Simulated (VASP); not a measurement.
# CuO (Pm-3m) in VASP: notebook, part 2 of 2

VASP 6.6.1. Earlier steps stand in the parts before.

## 5. Single point, PBE

This run uses another cell than the first one, of 8.81 Å³/atom, 1.060 times its volume.

INCAR

```
PREC     = Accurate       # precision mode
ENCUT    = 520            # plane-wave cutoff, eV
EDIFF    = 1E-6           # SCF threshold, eV
ISMEAR   = -1             # smearing method
SIGMA    = 0.05           # smearing width, eV
LREAL    = F              # projectors in reciprocal space
LASPH    = T              # aspherical terms in the spheres
NELM     = 60             # most SCF steps
ALGO     = Normal         # electronic algorithm
ISIF     = 2              # what is computed and relaxed
LWAVE    = F              # write WAVECAR
LCHARG   = T              # write CHGCAR
GGA      = PE             # functional
LELF     = T              # ELF
LVHAR    = T            
NBANDS   = 16             # bands
```

KPOINTS

```
Automatic mesh
0
Gamma
  10 10 10
```

POSCAR

```
CuO
1.0
    2.6026133318      0.0000000000      0.0000000000
    0.0000000000      2.6026133318      0.0000000000
    0.0000000000      0.0000000000      2.6026133318
Cu O
1 1
Direct
    0.0000000000      0.0000000000      0.0000000000
    0.5000000000      0.5000000000      0.5000000000
```

Potentials or basis: VASP PAW PBE potentials, release 64 (Cu, O).

On the command line:

```
> cat potpaw_PBE.64/Cu/POTCAR potpaw_PBE.64/O/POTCAR > POTCAR
> mpirun -np 1 vasp_std > vasp.out
```

OUTCAR:

```text
PREC = Accurate
   ENCUT = 520
   EDIFF = 1E-6
   ISMEAR = -1
   LREAL = F
   LASPH = T
   NELM = 60
   ISIF = 2
   GGA = PE

 ion  position               nearest neighbor table
   1  0.000  0.000  0.000-   2 2.25   2 2.25   2 2.25   2 2.25   2 2.25   2 2.25   2 2.25   2 2.25

   2  0.500  0.500  0.500-   1 2.25   1 2.25   1 2.25   1 2.25   1 2.25   1 2.25   1 2.25   1 2.25

  LATTYP: Found a simple cubic cell.
 ALAT       =     2.6026133318

  Lattice vectors:

 A1 = (   2.6026133318,   0.0000000000,   0.0000000000)
 A2 = (   0.0000000000,   2.6026133318,   0.0000000000)
 A3 = (   0.0000000000,   0.0000000000,   2.6026133318)

Analysis of symmetry for initial positions (statically):
=====================================================================
 Subroutine PRICEL returns:
 Original cell was already a primitive cell.

 Routine SETGRP: Setting up the symmetry group for a
 simple cubic supercell.

 Subroutine GETGRP returns: Found 48 space group operations
 (whereof 48 operations were pure point group operations)
 out of a pool of 48 trial point group operations.

The static configuration has the point symmetry O_h .
[... 160 lines left out ...]

 E-fermi :   6.8400     XC(G=0): -12.9963

 val. band max:        6.8075726769   @ k =   0.5000   0.1000   0.0000
 cond. band min:       6.8442607200   @ k =   0.5000   0.4000   0.2000
 fundamental gap:      0.0366880430
 Fermi energy:         6.8400275952

 k-point     1 :       0.0000    0.0000    0.0000
  band No.  band energies     occupation
      1     -12.7272      2.00000
      2       3.4518      2.00000
      3       3.4518      2.00000
      4       4.9337      2.00000
      5       4.9337      2.00000
      6       4.9337      2.00000
[... 433 lines left out ...]
      3       3.1750      2.00000
      4       3.5608      2.00000
      5       3.9492      2.00000
      6       5.0267      2.00000
[... 8 lines left out ...]
     15      32.7608      0.00000
     16      33.0357      0.00000

 [... further k-points ...]

------------------------ aborting loop because EDIFF is reached ----------------------------------------

  FORCE on cell =-STRESS in cart. coord.  units (eV):
  Direction    XX          YY          ZZ          XY          YZ          ZX
  --------------------------------------------------------------------------------------
  -------------------------------------------------------------------------------------
  Total        0.7992900      0.7992900      0.7992900      0.0000000     -0.0000000      0.0000000
  in kB       72.6417045     72.6417045     72.6417045      0.0000000     -0.0000000      0.0000000
  external PRESSURE =      72.6417045 kB  Pullay stress =       0.0000000 kB

 VOLUME and BASIS-vectors are now :
 -----------------------------------------------------------------------------
  energy-cutoff  :      520.00
  volume of cell :       17.63
      direct lattice vectors                 reciprocal lattice vectors
     2.602613332  0.000000000  0.000000000     0.384229185  0.000000000  0.000000000
     0.000000000  2.602613332  0.000000000     0.000000000  0.384229185  0.000000000
     0.000000000  0.000000000  2.602613332     0.000000000  0.000000000  0.384229185

 POSITION                                       TOTAL-FORCE (eV/Angst)
 -----------------------------------------------------------------------------------
      0.00000      0.00000      0.00000         0.000000      0.000000      0.000000
      1.30131      1.30131      1.30131         0.000000      0.000000      0.000000
 -----------------------------------------------------------------------------------
    total drift:                                0.000000      0.000000      0.000000

  FREE ENERGIE OF THE ION-ELECTRON SYSTEM (eV)
  ---------------------------------------------------
  free  energy   TOTEN  =        -8.6038917626 eV

  energy  without entropy=       -8.5790246629  energy(sigma->0) =       -8.59145821
```

It took 30 s on 1 thread of Intel Xeon 8259CL, shared host; peak memory 0.13 GiB.

Results:

```
Free energy : -8.6039 eV
Pressure    : 7.3 GPa
```

Caveat: an odd number of electrons without spin polarisation forces a metal; a magnetic or distorted state may lie lower; semilocal functionals often make such compounds metallic where correlation or magnetic order opens a gap, which also shifts bond lengths. With open d or f shells a metallic result of PBE can be an artefact of self-interaction; +U or a hybrid may open a gap.

## 6. Overview

```tsv
task	level	potentials or basis	cell	k mesh	cutoff (eV)	gap on the mesh (eV)	pressure (GPa)	relaxed volume (Å³/atom)
relaxation of cell and atoms	PBEsol	VASP PAW PBE potentials, release 64 (Cu, O)	relaxed from a = 2.553 Å, 2 atoms	8 × 8 × 8	600	none	0.1	8.69
relaxation of cell and atoms	LDA	VASP PAW LDA potentials, release 64 (Cu, O)	relaxed from a = 2.553 Å, 2 atoms	8 × 8 × 8	600	none	0.0	8.37
single point	PBE	VASP PAW PBE potentials, release 64 (Cu, O)	a = 2.518 Å, 2 atoms	10 × 10 × 10	520	none	33.0	-
single point	PBE	VASP PAW PBE potentials, release 64 (Cu, O)	a = 2.603 Å, 2 atoms	10 × 10 × 10	520	none	7.3	-
```

Alike in all rows: no spin polarisation; smearing fermi-dirac 0.05 eV.

Caveats: an odd number of electrons without spin polarisation forces a metal; a magnetic or distorted state may lie lower; semilocal functionals often make such compounds metallic where correlation or magnetic order opens a gap, which also shifts bond lengths; the PAW data sets were made with another functional, which shifts forces and pressure a little (some runs).

Total energies depend on the potentials used, so only differences within one code and one set of settings carry meaning.
